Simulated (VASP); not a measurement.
A run of VASP 6.6.1:

Contents of POSCAR:

```
AlN
1.0
    3.1887772054      0.0000000000      0.0000000000
   -1.5943886027      2.7615620669      0.0000000000
    0.0000000000      0.0000000000      4.8535500000
Al N
2 2
Direct
    0.3333333333      0.6666666667      0.0000000000
    0.6666666667      0.3333333333      0.5000000000
    0.3333333333      0.6666666667      0.3850000000
    0.6666666667      0.3333333333      0.8850000000
```

INCAR.step1

```
SYSTEM = AlN
ALGO = Normal
EDIFF = 1E-4
ENCUT = 520
GGA = PE
ISMEAR = 0
LASPH = .True.
LCHARG = .False.
LREAL = .False.
LWAVE = .True.
NBANDS = 16
NELM = 60
PREC = Accurate
SIGMA = 0.05
```

The input INCAR.step2:

```
SYSTEM = AlN
ALGO = Normal
EDIFF = 1E-6
ENCUT = 520
ISIF = 2
ISMEAR = 0
ISTART = 1
LASPH = .True.
LCHARG = .False.
LMIXTAU = .True.
LREAL = .False.
LWAVE = .False.
METAGGA = R2SCAN
NBANDS = 16
NELM = 60
PREC = Accurate
SIGMA = 0.05
```

File KPOINTS:

```
k-points
0
Gamma
  12 12 6
  0 0 0
```

Potentials or basis: VASP PAW PBE potentials, release 64 (Al, N).

Launch:

```sh
$ cat potpaw_PBE.64/Al/POTCAR potpaw_PBE.64/N/POTCAR > POTCAR
$ cp INCAR.step1 INCAR
$ mpirun -np 1 vasp_std > vasp.out
$ cp INCAR.step2 INCAR
$ mpirun -np 1 vasp_std > vasp.out
```

Hardware: 1 thread of Intel Xeon 8259CL, with other jobs on the host.

**Question.** Estimate the wall time of this run.

**Answer.** It took 3.3 min on 1 thread of Intel Xeon 8259CL, on a shared host, peak memory 0.18 GiB. Counts: k points 76.
